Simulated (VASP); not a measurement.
A run of VASP 6.6.1 is set up as follows.

File INCAR:

```
PREC = Accurate
ENCUT = 520
EDIFF = 1E-8
ISMEAR = -1
SIGMA = 0.03
LREAL = F
LASPH = T
NELM = 80
ALGO = Normal
ISIF = 2
LWAVE = F
LCHARG = F
GGA = PE
LEFG = T
NBANDS = 11
```

Contents of KPOINTS:

```
regular mesh
0
Gamma
  13 13 13
```

File POSCAR:

```
BN
1.0
    0.0000000000      1.8075000000      1.7532750000
    1.8075000000      0.0000000000      1.7532750000
    1.8075000000      1.8075000000      0.0000000000
B N
1 1
Direct
    0.0000000000      0.0000000000      0.0000000000
    0.7500000000      0.7500000000      0.7500000000
```

Potentials or basis: VASP PAW PBE potentials, release 64 (B, N).

Launch:

```console
$ cat potpaw_PBE.64/B/POTCAR potpaw_PBE.64/N/POTCAR > POTCAR
$ mpirun -np 1 vasp_std > vasp.out
```

Question: Predict the band gap on the k mesh.

Answer: 4.03 eV, indirect (least direct gap 8.63 eV).

Question: Estimate the pressure.

Answer: 15.7 GPa.

Electric field gradients, principal values (V/Å²):
| atom | least | middle | greatest (by size) |
| --- | --- | --- | --- |
| 1 B | -0.552 | -0.552 | 1.104 |
| 2 N | 2.402 | 2.402 | -4.804 |

Caveat: the cell differs from its parent crystal (zz strain of -3 %); without QUAD_EFG the Cq values of the log hold for a quadrupole moment of 1 mb, not for the nuclei. A k mesh can miss the band edges.
